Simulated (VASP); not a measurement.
# AlN (F-43m) in VASP: vibrations by perturbation theory with PBE

Aim: the vibrations by perturbation theory of AlN with PBE.

Everything below comes from runs of VASP 6.6.1. Logs are shortened: lines on timing, memory, paths and dates and some standing lists are left out, and cuts for length are marked.

## 1. The cell of the first run

It takes space group F-43m (No. 216, cubic). The conventional cell has a = 4.403 Å, b = 4.403 Å, c = 4.403 Å, α = 90.00°, β = 90.00°, γ = 90.00°. Within 2.5 Å of Al (site symmetry -43m) lie 4 N at 1.91 Å. N (site symmetry -43m) has 4 Al at 1.91 Å within 2.5 Å.

## 2. Vibrations by perturbation theory, PBE

INCAR

```
SYSTEM = AlN
PREC = Accurate
ENCUT = 520
EDIFF = 1E-8
ISMEAR = 0
SIGMA = 0.01
LREAL = .False.
LASPH = .True.
NELM = 100
ALGO = Normal
ISIF = 2
LWAVE = .False.
LCHARG = .True.
GGA = PE
NBANDS = 11
IBRION = 8
NSW = 1
LEPSILON = .True.
```

KPOINTS

```
Automatic mesh
0
Gamma
  12 12 12
  0 0 0
```

POSCAR

```
AlN
1.0
    0.0000000000      2.2016237539      2.2016237539
    2.2016237539      0.0000000000      2.2016237539
    2.2016237539      2.2016237539      0.0000000000
Al N
1 1
Direct
    0.0000000000      0.0000000000      0.0000000000
    0.7500000000      0.7500000000      0.7500000000
```

Potentials or basis: VASP PAW PBE potentials, release 64 (Al, N).

The run is started by

```sh
$ cat potpaw_PBE.64/Al/POTCAR potpaw_PBE.64/N/POTCAR > POTCAR
$ mpirun -np 1 vasp_std > vasp.out
```

OUTCAR:

```text
SYSTEM = AlN
   PREC = Accurate
   ENCUT = 520
   EDIFF = 1E-8
   ISMEAR = 0
   LREAL = .False.
   LASPH = .True.
   NELM = 100
   ISIF = 2
   GGA = PE
   IBRION = 8
   NSW = 1
   LEPSILON = .True.

 ion  position               nearest neighbor table
   1  0.000  0.000  0.000-   2 1.91   2 1.91   2 1.91   2 1.91
   2  0.750  0.750  0.750-   1 1.91   1 1.91   1 1.91   1 1.91

  LATTYP: Found a face centered cubic cell.
 ALAT       =     4.4032475078

  Lattice vectors:

 A1 = (   0.0000000000,   2.2016237539,   2.2016237539)
 A2 = (   2.2016237539,   0.0000000000,   2.2016237539)
 A3 = (   2.2016237539,   2.2016237539,   0.0000000000)

Analysis of symmetry for initial positions (statically):
=====================================================================
 Subroutine PRICEL returns:
 Original cell was already a primitive cell.

 Routine SETGRP: Setting up the symmetry group for a
 face centered cubic supercell.

 Subroutine GETGRP returns: Found 24 space group operations
 (whereof 24 operations were pure point group operations)
 out of a pool of 48 trial point group operations.

The static configuration has the point symmetry T_d .

Analysis of symmetry for dynamics (positions and initial velocities):
=====================================================================
 Subroutine PRICEL returns:
 Original cell was already a primitive cell.

 Routine SETGRP: Setting up the symmetry group for a
 face centered cubic supercell.

 Subroutine GETGRP returns: Found 24 space group operations
 (whereof 24 operations were pure point group operations)
 out of a pool of 48 trial point group operations.

The dynamic configuration has the point symmetry T_d .

 Subroutine INISYM returns: Found 24 space group operations
 (whereof 24 operations are pure point group operations),
 and found     1 'primitive' translations

----------------------------------------------------------------------------------------

                                     Primitive cell

  volume of cell :      21.3432

  direct lattice vectors                    reciprocal lattice vectors
     0.000000000  2.201623754  2.201623754    -0.227105108  0.227105108  0.227105108
     2.201623754  0.000000000  2.201623754     0.227105108 -0.227105108  0.227105108
     2.201623754  2.201623754  0.000000000     0.227105108  0.227105108 -0.227105108

  length of vectors
     3.113566172  3.113566172  3.113566172     0.393357585  0.393357585  0.393357585

  position of ions in fractional coordinates (direct lattice)
     0.000000000  0.000000000  0.000000000
     0.750000000  0.750000000  0.750000000

  ion indices of the primitive-cell ions
   primitive index   ion index
                 1           1
                 2           2

----------------------------------------------------------------------------------------

 KPOINTS: Automatic mesh

Automatic generation of k-mesh.
 Grid dimensions read from file:
 generate k-points for:   12   12   12

 Generating k-lattice:

  Cartesian coordinates                     Fractional coordinates (reciprocal lattice)
[... 483 lines left out ...]

 Free energy of the ion-electron system (eV)
  ---------------------------------------------------
  ---------------------------------------------------
  free energy    TOTEN  =        -0.23549657 eV

  energy without entropy =       -0.23549657

------------------------ aborting loop because EDIFF is reached ----------------------------------------

--------------------------------------- Ionic step        2  -------------------------------------------

------------------------ aborting loop because EDIFF is reached ----------------------------------------

--------------------------------------- Ionic step        3  -------------------------------------------

------------------------ aborting loop because EDIFF is reached ----------------------------------------

 PIEZOELECTRIC TENSOR FIELD DIRECTION 3  (e Angst)
 -----------------------------------------------------------------------------
    -0.00043  0.84190  0.00000           ( -0.00000  0.00428  0.00000)
     0.84190 -0.00043  0.00000           (  0.00428 -0.00000  0.00000)
     0.00000  0.00000  0.00047           (  0.00000  0.00000 -0.00000)

 PIEZOELECTRIC TENSOR FIELD DIRECTION 3  (C/m^2)
 -----------------------------------------------------------------------------
    -0.00032  0.63200  0.00000
     0.63200 -0.00032  0.00000
     0.00000  0.00000  0.00035

--------------------------------------- Ionic step        4  -------------------------------------------

------------------------ aborting loop because EDIFF is reached ----------------------------------------

[... ionic steps 5 to 6 ...]

--------------------------------------- Ionic step        7  -------------------------------------------

 Free energy of the ion-electron system (eV)
  ---------------------------------------------------
  ---------------------------------------------------
  free energy    TOTEN  =        -0.23815250 eV

  energy without entropy =       -0.23815250

------------------------ aborting loop because EDIFF is reached ----------------------------------------

 INTERNAL STRAIN TENSOR  FOR ION    2  DIRECTION 1   (eV/Angst):
 -----------------------------------------------------------------------------
    -0.00028  0.00000  0.00000
     0.00000  0.00037  7.98534
     0.00000  7.98534  0.00037

 MACROSCOPIC STATIC DIELECTRIC TENSOR (including local field effects in DFT)
 ------------------------------------------------------
           4.620970     0.000000     0.000000
          -0.000000     4.620970    -0.000000
           0.000000    -0.000000     4.620970
 ------------------------------------------------------

 PIEZOELECTRIC TENSOR (including local field effects)  for field in x, y, z        (e  Angst)
          XX          YY          ZZ          XY          YZ          ZX
  --------------------------------------------------------------------------------
  x    -0.00000    -0.00000    -0.00000     0.00000     0.84171     0.00000
  y    -0.00000     0.00000    -0.00000     0.00000     0.00000     0.84171
  z     0.00000     0.00000    -0.00000     0.84171     0.00000     0.00000

 PIEZOELECTRIC TENSOR (including local field effects)  for field in x, y, z        (C/m^2)
          XX          YY          ZZ          XY          YZ          ZX
  --------------------------------------------------------------------------------
  x    -0.00000    -0.00000    -0.00000     0.00000     0.63185     0.00000
  y    -0.00000     0.00000    -0.00000     0.00000     0.00000     0.63185
  z     0.00000     0.00000    -0.00000     0.63185     0.00000     0.00000

 BORN EFFECTIVE CHARGES (including local field effects) (in |e|, cummulative output)
 ---------------------------------------------------------------------------------
 ion    1
    1     2.53730    -0.00000     0.00000
    2     0.00000     2.53730    -0.00000
    3     0.00000     0.00000     2.53730
 ion    2
    1    -2.53730     0.00000     0.00000
    2    -0.00000    -2.53730     0.00000
    3     0.00000     0.00000    -2.53730

 INTERNAL STRAIN TENSOR FOR ION    2 for displacements in x,y,z  (eV/Angst):
          X           Y           Z          XY          YZ          ZX
  --------------------------------------------------------------------------------
  x    -0.00000     0.00000     0.00000     0.00000     7.98534     0.00000
  y     0.00000    -0.00000     0.00000     0.00000     0.00000     7.98534
  z     0.00000     0.00000    -0.00000     7.98534     0.00000     0.00000

 SECOND DERIVATIVES (NOT SYMMETRIZED)
 ------------------------------------
               1X          1Y          1Z          2X          2Y          2Z
  1X   -13.691497    0.000000    0.000000   13.691497    0.000000    0.000000
  1Y     0.000000  -13.691497    0.000000    0.000000   13.691497    0.000000
  1Z     0.000000    0.000000  -13.691497    0.000000    0.000000   13.691497
  2X    13.690115    0.000000    0.000000  -13.690115    0.000000    0.000000
  2Y     0.000000   13.690115    0.000000    0.000000  -13.690115    0.000000
  2Z     0.000000    0.000000   13.690115    0.000000    0.000000  -13.690115

 Eigenvectors and eigenvalues of the dynamical matrix
 ----------------------------------------------------

   1 f  =   19.052404 THz   119.709786 2PiTHz  635.519796 cm-1    78.794377 meV
             X         Y         Z           dx          dy          dz
      0.000000  0.000000  0.000000     0.000000    0.000000   -0.584517
      3.302436  3.302436  3.302436     0.000000   -0.000000    0.811381
[... 21 lines left out ...]
   6 f/i=    0.000456 THz     0.002866 2PiTHz    0.015214 cm-1     0.001886 meV
             X         Y         Z           dx          dy          dz
      0.000000  0.000000  0.000000     0.304536    0.691517   -0.295637
      3.302436  3.302436  3.302436     0.219387    0.498168   -0.212977

--------------------------------------------------------------------------------------------------------

 MACROSCOPIC STATIC DIELECTRIC TENSOR IONIC CONTRIBUTION
 ------------------------------------------------------
           3.986774    -0.000000     0.000000
          -0.000000     3.986774    -0.000000
           0.000000    -0.000000     3.986774
 ------------------------------------------------------

 ELASTIC MODULI CONTR FROM IONIC RELAXATION (kBar)
 Direction    XX          YY          ZZ          XY          YZ          ZX
 --------------------------------------------------------------------------------
 XX          -0.0000     -0.0000     -0.0000      0.0000      0.0000     -0.0000
 YY          -0.0000     -0.0000     -0.0000      0.0000     -0.0000     -0.0000
 ZZ          -0.0000     -0.0000     -0.0000      0.0000      0.0000     -0.0000
 XY           0.0000      0.0000      0.0000   -327.6458     -0.0000      0.0000
 YZ           0.0000     -0.0000      0.0000     -0.0000   -327.6458      0.0000
 ZX          -0.0000     -0.0000     -0.0000      0.0000      0.0000   -327.6458
 --------------------------------------------------------------------------------

 PIEZOELECTRIC TENSOR IONIC CONTR  for field in x, y, z        (C/m^2)
          XX          YY          ZZ          XY          YZ          ZX
  --------------------------------------------------------------------------------
  x     0.00000    -0.00000     0.00000    -0.00000    -1.07544     0.00000
  y    -0.00000    -0.00000    -0.00000     0.00000     0.00000    -1.07544
  z     0.00000     0.00000     0.00000    -1.07544    -0.00000     0.00000
```

It took 3.9 min on 1 thread of Intel Xeon 6975P-C, shared host; peak memory 0.27 GiB.

Results:

```
Electronic dielectric tensor (diagonal)                 : 4.62
Born charges (mean of the diagonal)                     : Al +2.54; N -2.54 e
Highest phonon frequency at Γ, LO-TO splitting left out : 636 cm⁻¹
```

Phonon frequencies in cm⁻¹ (negative: imaginary):
```csv
q point,frequencies
"(0.000, 0.000, 0.000)",0 0 0 636 636 636
```

Electronic dielectric tensor:
```
4.62 0.00 0.00
0.00 4.62 0.00
0.00 0.00 4.62
```

Born effective charge tensors (e):
atom 1, Al
```
2.54 0.00 0.00
0.00 2.54 0.00
0.00 0.00 2.54
```
atom 2, N
```
-2.54  0.00  0.00
 0.00 -2.54  0.00
 0.00  0.00 -2.54
```
